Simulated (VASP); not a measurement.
Wanted: the native input for a VASP 6.6.1 run.

```
Task                   : single point
Functional             : PBE
Potentials or basis    : VASP PAW PBE potentials, release 64 (Bi_d)
Cutoff                 : 520 eV
k mesh                 : 9 × 9 × 1
Occupations            : gaussian, width 0.02 eV
Spin                   : no spin polarisation
Dipole correction      : yes
Further INCAR settings : ALGO = Normal; EDIFF = 1e-07; NBANDS = 22
```

The structure of Bi lies in POSCAR:

```
Bi
1.0
    4.4890000000      0.0000000000      0.0000000000
   -2.2445000000      3.8875880376      0.0000000000
    0.0000000000      0.0000000000     28.0000000000
Bi
2
Direct
    0.3333333333      0.6666666667      0.5000000000
    0.6666666667      0.3333333333      0.5000000000
```

The input as run:

INCAR

```
PREC     = Accurate       # precision mode
ENCUT    = 520            # plane-wave cutoff, eV
EDIFF    = 1E-7           # SCF threshold, eV
ISMEAR   = 0              # smearing method
SIGMA    = 0.02           # smearing width, eV
LREAL    = F              # projectors in reciprocal space
LASPH    = T              # aspherical terms in the spheres
NELM     = 100            # most SCF steps
ALGO     = Normal         # electronic algorithm
ISIF     = 2              # what is computed and relaxed
LWAVE    = F              # write WAVECAR
LCHARG   = F              # write CHGCAR
LDIPOL   = T            
IDIPOL   = 3            
DIPOL    = 0.5 0.5 0.500
GGA      = PE             # functional
NBANDS   = 22             # bands
```

KPOINTS

```
regular mesh
0
Gamma
  9 9 1
```

Potentials or basis: VASP PAW PBE potentials, release 64 (Bi_d).

Command:

```console
$ cat potpaw_PBE.64/Bi_d/POTCAR > POTCAR
$ mpirun -np 1 vasp_std > vasp.out
```

Results of the run:

The band gap on the k mesh is zero (bands 15 and 16 overlap by 0.73 eV).

Caveat: spin-orbit coupling is left out, which moves the levels of the heavy elements.

It took 3 min on 1 thread of Intel(R) Xeon(R) Platinum 8488C (Sapphire Rapids), on a shared host, peak memory 0.58 GiB.
